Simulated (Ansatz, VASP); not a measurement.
**Two plane-wave programs on AlInH4**

```
CELL_PARAMETERS angstrom
0.00000 3.74091 3.74091
3.74091 0.00000 3.74091
3.74091 3.74091 0.00000
ATOMIC_POSITIONS crystal
Al 0.50000 0.50000 0.50000
In 0.75000 0.75000 0.75000
H 0.37366 0.37366 0.37366
H 0.37366 0.37366 0.87902
H 0.37366 0.87902 0.37366
H 0.87902 0.37366 0.37366
```

Alike in both runs: functional PBE; k mesh 4 × 4 × 4; occupations gaussian, width 0.1 eV; no spin polarisation.

Ansatz relaxed the structure, and its values are those at the end. VASP's run is a single point on that final structure, the one shown.

|  | VASP | Ansatz |
| --- | --- | --- |
| version | VASP 6.6.1 | Ansatz 0.2.0 |
| potentials or method | VASP PAW PBE potentials, release 64 (Al, In_d, H), cutoff 520 eV | scalar-relativistic, plane waves, PAW |
| valence electrons in the cell | 20 | 20 |

```tsv
	VASP	Ansatz	Ansatz less VASP
gap on the k mesh at the Fermi level (eV)	3.12	3.12	0.000
least direct gap on the mesh (eV)	3.34	3.34	-0.001
pressure (GPa)	0.2	0.3	+0.10
rms of the force components (eV/Å)	0.008	0.006	-0.0022
```
